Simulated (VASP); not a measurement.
# BaMgMnO3 (P1) in VASP: single point with PBE

Aim: the single point of BaMgMnO3 with PBE.

Program: VASP 6.6.1. These are calculated values, not measurements. Logs are shortened: lines on timing, memory, paths and dates and some standing lists are left out, and cuts for length are marked.

## (1) The cell of the first run

The typed cell holds 6 atoms: a = 3.704 Å, b = 4.274 Å, c = 5.845 Å, α = 108.59°, β = 105.23°, γ = 90.43°.

## (2) Single point, PBE, collinear spin, ferromagnetic start

The input, INCAR:

```
SYSTEM = BaMgMnO3
PREC = Accurate
ENCUT = 520
EDIFF = 1E-6
ISMEAR = 0
SIGMA = 0.1
LREAL = .False.
LASPH = .True.
NELM = 150
ALGO = Normal
ISIF = 2
LWAVE = .False.
LCHARG = .True.
ISPIN = 2
MAGMOM = 0 0 4 0 0 0
LORBIT = 11
LMAXMIX = 4
GGA = PE
LELF = .True.
LVHAR = .True.
NBANDS = 34
```

The input, KPOINTS:

```
Automatic mesh
0
Gamma
  6 4 4
  0 0 0
```

The input, POSCAR:

```
BaMgMnO3
1.0
    3.7035842268      0.0000000000      0.0000000000
   -0.0318933552      4.2734739909      0.0000000000
   -1.5357976260     -1.8749738460      5.3183752021
Ba Mg Mn O
1 1 1 3
Direct
    0.6382839200      0.6296422200      0.4732536600
    0.3143353800      0.3146114500      0.8442873800
    0.9314651300      0.9361864400      0.0855524200
    0.1421944300      0.1343299500      0.4702533000
    0.3370152700      0.8323581000      0.8785655700
    0.8867058700      0.4028718500      0.0147546600
```

Potentials or basis: VASP PAW PBE potentials, release 64 (Ba_sv, Mg, Mn_pv, O).

Started as:

```
> cat potpaw_PBE.64/Ba_sv/POTCAR potpaw_PBE.64/Mg/POTCAR potpaw_PBE.64/Mn_pv/POTCAR potpaw_PBE.64/O/POTCAR > POTCAR
> mpirun -np 1 vasp_std > vasp.out
```

OUTCAR:

```text
SYSTEM = BaMgMnO3
   PREC = Accurate
   ENCUT = 520
   EDIFF = 1E-6
   ISMEAR = 0
   LREAL = .False.
   LASPH = .True.
   NELM = 150
   ISIF = 2
   ISPIN = 2
   LORBIT = 11
   GGA = PE

 ion  position               nearest neighbor table
   1  0.638  0.630  0.473-   5 2.78   4 2.79   4 2.83   4 2.85   4 2.85   5 2.91   6 2.94   6 3.20
                             3 3.26   2 3.34   3 3.35   2 3.36   2 3.44   2 3.48   3 3.49   2 3.54
   2  0.314  0.315  0.844-   4 1.99   6 2.06   6 2.07   5 2.13   5 2.16   3 3.01   3 3.11   3 3.13
                             3 3.18   1 3.34   1 3.36   1 3.44   1 3.48   1 3.54
   3  0.931  0.936  0.086-   4 2.06   5 2.13   6 2.16   6 2.18   5 2.18   2 3.01   2 3.11   2 3.13
                             2 3.18   1 3.26   1 3.35   1 3.49   1 3.54   1 3.64
   4  0.142  0.134  0.470-   2 1.99   3 2.06   1 2.79   1 2.83   1 2.85   1 2.85
   5  0.337  0.832  0.879-   3 2.13   2 2.13   2 2.16   3 2.18   1 2.78   1 2.91
   6  0.887  0.403  0.015-   2 2.06   2 2.07   3 2.16   3 2.18   1 2.94   1 3.20

  LATTYP: Found a triclinic cell.
 ALAT       =    11.7927259576
 B/A-ratio  =     0.4777667176
 C/A-ratio  =     0.5123088657
 COS(alpha) =     0.0015632000
 COS(beta)  =     0.6264907627
 COS(gamma) =     0.7516690640

  Lattice vectors:

 A1 = (   1.4720109156,  10.4219218278,  -5.3183752021)
 A2 = (   3.6716908716,   4.2734739909,   0.0000000000)
 A3 = (  -2.1677866008,   1.8749738460,  -5.3183752021)

Analysis of symmetry for initial positions (statically):
=====================================================================
 Subroutine PRICEL returns:
 Original cell was already a primitive cell.

 Routine SETGRP: Setting up the symmetry group for a
 triclinic supercell.

 Subroutine GETGRP returns: Found  1 space group operations
 (whereof  1 operations were pure point group operations)
 out of a pool of  2 trial point group operations.

The static configuration has the point symmetry C_1 .

Analysis of symmetry for dynamics (positions and initial velocities):
=====================================================================
 Subroutine PRICEL returns:
 Original cell was already a primitive cell.

 Routine SETGRP: Setting up the symmetry group for a
 triclinic supercell.

 Subroutine GETGRP returns: Found  1 space group operations
 (whereof  1 operations were pure point group operations)
 out of a pool of  2 trial point group operations.

The dynamic configuration has the point symmetry C_1 .

Analysis of structural, dynamic, and magnetic symmetry:
=====================================================================
 Subroutine PRICEL returns:
 Original cell was already a primitive cell.

 Routine SETGRP: Setting up the symmetry group for a
 triclinic supercell.

 Subroutine GETGRP returns: Found  1 space group operations
 (whereof  1 operations were pure point group operations)
 out of a pool of  2 trial point group operations.

The overall configuration has the point symmetry C_1 .

 Subroutine INISYM returns: Found  1 space group operations
 (whereof  1 operations are pure point group operations),
 and found     1 'primitive' translations

----------------------------------------------------------------------------------------

                                     Primitive cell

  volume of cell :      84.1748

  direct lattice vectors                    reciprocal lattice vectors
     3.703584227  0.000000000  0.000000000     0.270008710  0.002015101  0.078681361
    -0.031893355  4.273473991  0.000000000     0.000000000  0.234001658  0.082496434
    -1.535797626 -1.874973846  5.318375202     0.000000000  0.000000000  0.188027351

  length of vectors
     3.703584227  4.273593001  5.844597168     0.281246370  0.248117790  0.188027351

  position of ions in fractional coordinates (direct lattice)
     0.638283920  0.629642220  0.473253660
     0.314335380  0.314611450  0.844287380
     0.931465130  0.936186440  0.085552420
     0.142194430  0.134329950  0.470253300
     0.337015270  0.832358100  0.878565570
[... 42 lines left out ...]
  0.500000 -0.000000 -0.000000      1.000000
  0.000000  0.250000 -0.000000      2.000000
  0.166667  0.250000 -0.000000      2.000000
[... 16 lines left out ...]
  0.333333  0.250000  0.250000      2.000000
  0.500000  0.250000  0.250000      2.000000
 [... further k-points ...]
   k-points           NKPTS =     52   k-points in BZ     NKDIM =     52   number of bands    NBANDS=     34
   number of dos      NEDOS =    301   number of ions     NIONS =      6
   total plane-waves  NPLWV =  43008
   dimension x,y,z NGX =    28 NGY =   32 NGZ =   48
   dimension x,y,z NGXF=    56 NGYF=   64 NGZF=   96
   ions per type =               1   1   1   3
   NGX,Y,Z   is equivalent  to a cutoff of  12.57, 12.45, 13.65 a.u.
   NGXF,Y,Z  is equivalent  to a cutoff of  25.14, 24.90, 27.31 a.u.
 SYSTEM =  BaMgMnO3
   PREC   = accura    normal or accurate (medium, high low for compatibility)
   ISTART =      0    job   : 0-new  1-cont  2-samecut
   ICHARG =      2    charge: 1-file 2-atom 10-const
   ISPIN  =      2    spin polarized calculation?
   LNONCOLLINEAR =      F non collinear calculations
   LSORBIT =      F    spin-orbit coupling
   LASPH  =      T    aspherical Exc in radial PAW
   ENCUT  =  520.0 eV  38.22 Ry    6.18 a.u.   6.89  7.95 10.87*2*pi/ulx,y,z
   NELM   =    150;   NELMIN=  2; NELMDL= -5     # of ELM steps
   EDIFF  = 0.1E-05   stopping-criterion for ELM
   LREAL  =      F    real-space projection
   EDIFFG = 0.1E-04   stopping-criterion for IOM
   NSW    =      0    number of steps for IOM
   IBRION =     -1    ionic relax: 0-MD 1-quasi-New 2-CG
   NFREE  =      0    steps in history (QN), initial steepest desc. (CG)
   ISIF   =      2    stress and relaxation
   ISYM   =      2    0-nonsym 1-usesym 2-fastsym
   POTIM  = 0.5000    time-step for ionic-motion
   TEBEG  =    0.0;   TEEND  =   0.0 temperature during run
   PSTRESS=    0.0 pullay stress
   NELECT =      43.0000    total number of electrons
   NUPDOWN=      -1.0000    fix difference up-down
   EMIN   =  10.00;   EMAX   =-10.00  energy-range for DOS
   EFERMI =   0.00;   METHOD = LEGACY
   ISMEAR =     0;   SIGMA  =   0.10  broadening in eV -4-tet -1-fermi 0-gaus
   EFERMI_NEDOS =   21; number of points for ismear=-14 and -15
   IALGO  =     38    algorithm
   IMIX   =      4    mixing-type and parameters
     AMIX     =   0.40;   BMIX     =  1.00
     AMIX_MAG =   1.60;   BMIX_MAG =  1.00
  volume/ion in A,a.u.               =      14.03        94.67
  Fermi-wavevector in a.u.,A,eV,Ry     =   1.308690  2.473066 23.302295  1.712670
  Thomas-Fermi vector in A             =   2.439340
   LORBIT       =     11    0 simple, 1 ext, 2 COOP (PROOUT), +10 PAW based schemes
   GGA     = PE    functional components
   LHFCALC =     F    Hartree Fock is set to
   AEXX    =    0.0000 exact exchange contribution
   IVDW    =     0    specifies the selected vdW correction
   LEPSILON=     F    determine dielectric tensor
   LRPA    =     F    only Hartree local field effects (RPA)
 spin polarized calculation
 Gauss-broadening in eV      SIGMA  =   0.10
  energy-cutoff  :      520.00
  volume of cell :       84.17
 maximum number of plane-waves:      2286
   NGX = 13   NGY = 15   NGZ = 21

 number of electron      43.0000012 magnetization       4.9998910

 Free energy of the ion-electron system (eV)
  ---------------------------------------------------
  ext. energy  EPLUGINS =         0.00000000
  ---------------------------------------------------
  free energy    TOTEN  =       -40.17962207 eV

  energy without entropy =      -40.17864850  energy(sigma->0) =      -40.17913529

 E-fermi :   5.6846     XC(G=0): -10.5125

 val. band max:        5.6734112062   @ k =   0.0000   0.0000   0.0000
 cond. band min:       5.8535823479   @ k =   0.0000   0.0000   0.5000
 fundamental gap:      0.1801711417
 Fermi energy:         5.6845756059

 spin component 1

 k-point     1 :       0.0000    0.0000    0.0000
  band No.  band energies     occupation
      1     -45.0973      1.00000
      2     -45.0475      1.00000
      3     -44.9876      1.00000
      4     -22.8964      1.00000
      5     -13.8809      1.00000
      6     -13.0580      1.00000
[... 853 lines left out ...]
     32      13.4311      0.00000
     33      13.9070      0.00000

 [... further k-points ...]

 spin component 2

 k-point     1 :       0.0000    0.0000    0.0000
  band No.  band energies     occupation
      1     -40.4849      1.00000
      2     -40.4161      1.00000
      3     -40.3108      1.00000
      4     -22.8781      1.00000
      5     -13.6742      1.00000
      6     -12.8554      1.00000
[... 853 lines left out ...]
     32      13.9840      0.00000
     33      14.5443      0.00000

 [... further k-points ...]

 [bands above 33 left out]

------------------------ aborting loop because EDIFF is reached ----------------------------------------

  FORCE on cell =-STRESS in cart. coord.  units (eV):
  Direction    XX          YY          ZZ          XY          YZ          ZX
  --------------------------------------------------------------------------------------
  -------------------------------------------------------------------------------------
  Total       -0.1152266      0.1463239      1.6504172      0.3594699     -1.3671709     -0.8479773
  in kB       -2.1932148      2.7851174     31.4139140      6.8421231    -26.0226270    -16.1403355
  external PRESSURE =      10.6686055 kB  Pullay stress =       0.0000000 kB

 VOLUME and BASIS-vectors are now :
 -----------------------------------------------------------------------------
  energy-cutoff  :      520.00
  volume of cell :       84.17
      direct lattice vectors                 reciprocal lattice vectors
     3.703584227  0.000000000  0.000000000     0.270008710  0.002015101  0.078681361
    -0.031893355  4.273473991  0.000000000     0.000000000  0.234001658  0.082496434
    -1.535797626 -1.874973846  5.318375202     0.000000000  0.000000000  0.188027351

 POSITION                                       TOTAL-FORCE (eV/Angst)
 -----------------------------------------------------------------------------------
      1.61704      1.80342      2.51694         0.036102      0.039244     -0.063937
     -0.14252     -0.23853      4.49024        -0.042655     -0.035493      0.044521
      3.28851      3.84036      0.45500         0.105100      0.046101      0.209172
     -0.19987     -0.30766      2.50098        -0.042757     -0.013433     -0.300391
     -0.12768      1.90977      4.67254        -0.076802     -0.006448      0.114350
      3.24848      1.69400      0.07847         0.021012     -0.029972     -0.003714
 -----------------------------------------------------------------------------------
    total drift:                               -0.000026      0.000567     -0.000274

  FREE ENERGIE OF THE ION-ELECTRON SYSTEM (eV)
  ---------------------------------------------------
  free  energy   TOTEN  =       -40.1796220663 eV

  energy  without entropy=      -40.1786485038  energy(sigma->0) =      -40.17913529

 total charge

# of ion       s       p       d       tot
------------------------------------------
    1        2.010   5.620   0.325   7.956
    2        0.153   0.172   0.073   0.397
    3        0.233   6.220   4.960  11.413
    4        1.551   3.446   0.000   4.997
    5        1.553   3.449   0.000   5.002
    6        1.552   3.455   0.000   5.007
--------------------------------------------------
tot          7.052  22.361   5.358  34.772

 magnetization (x)

# of ion       s       p       d       tot
------------------------------------------
    1        0.001   0.003   0.030   0.034
    2        0.003   0.001   0.001   0.005
    3        0.032   0.048   4.243   4.322
    4        0.004   0.066   0.000   0.070
    5        0.010   0.100   0.000   0.110
    6        0.011   0.080   0.000   0.090
--------------------------------------------------
tot          0.061   0.297   4.273   4.632
```

Run time: 8.5 min. Hardware: 1 thread of Intel Xeon Platinum 8375C at 2.90GHz (Ice Lake), shared host; peak memory 0.41 GiB.

What came out:

```yaml
Free_energy: -40.1796 eV
Pressure: 1.1 GPa
Largest_force: 0.304 eV/Å
Band_gap_on_the_k_mesh: 0.06 eV (least direct gap 0.39 eV)
Net_moment: 5.00 μB per cell
Site_moments: Ba +0.03; Mg +0.01; Mn +4.32; O +0.07, +0.11, +0.09 μB
Valence_electrons_inside_the_program's_atomic_spheres: Ba 7.96; Mg 0.40; Mn 11.41; O 5.00, 5.01 (each value once)
```

Forces on the atoms (eV/Å):
```
Ba   0.036  0.039 -0.064
Mg  -0.043 -0.035  0.045
Mn   0.105  0.046  0.209
O   -0.043 -0.013 -0.300
O   -0.077 -0.006  0.114
O    0.021 -0.030 -0.004
```

Stress tensor (GPa, compression positive):
```
-0.22  0.68 -1.61
 0.68  0.28 -2.60
-1.61 -2.60  3.14
```

Levels at points of the mesh, in eV from the valence-band top:
Spin up:
```tsv
k point	band 22	band 23	band 24	band 25	band 26	band 27
(0.00, 0.00, 0.00)	-1.72	-1.43	-1.30	0.06	1.68	2.51
(0.50, 0.00, 0.00)	-2.29	-2.11	-1.51	3.07	3.59	3.94
(0.00, 0.50, 0.00)	-1.76	-1.37	-0.79	2.23	2.47	3.47
(0.50, 0.50, 0.00)	-2.21	-2.07	-0.01	1.26	3.01	3.82
(0.00, 0.00, 0.50)	-1.84	-1.72	-1.20	0.75	2.12	2.81
(0.50, 0.00, 0.50)	-2.38	-2.21	-1.51	2.85	3.51	4.16
(0.00, 0.50, 0.50)	-1.71	-1.33	-0.79	2.29	2.39	3.46
(0.50, 0.50, 0.50)	-2.26	-2.07	0.00	1.30	3.02	3.58
```
Spin down:
| k point | band 17 | band 18 | band 19 | band 20 | band 21 | band 22 |
| --- | --- | --- | --- | --- | --- | --- |
| (0.00, 0.00, 0.00) | -3.69 | -3.33 | -2.96 | 0.52 | 0.92 | 1.20 |
| (0.50, 0.00, 0.00) | -4.27 | -3.87 | -3.61 | 1.02 | 1.05 | 1.33 |
| (0.00, 0.50, 0.00) | -4.01 | -3.97 | -3.62 | 0.95 | 1.56 | 1.63 |
| (0.50, 0.50, 0.00) | -3.47 | -3.43 | -3.05 | 0.40 | 1.29 | 1.48 |
| (0.00, 0.00, 0.50) | -3.48 | -3.33 | -3.24 | 0.24 | 0.85 | 1.05 |
| (0.50, 0.00, 0.50) | -4.17 | -3.83 | -3.61 | 0.91 | 1.05 | 1.28 |
| (0.00, 0.50, 0.50) | -4.10 | -4.00 | -3.68 | 1.08 | 1.58 | 1.65 |
| (0.50, 0.50, 0.50) | -3.44 | -3.40 | -3.08 | 0.39 | 1.25 | 1.48 |

Caveat: the smearing spreads over this small gap; spin-orbit coupling is left out, which moves the levels of the heavy elements; a cell with one magnetic atom can't hold antiferromagnetic order, which such compounds often take.

The gap in the log of VASP goes by the Fermi energy; the results here count the filled bands.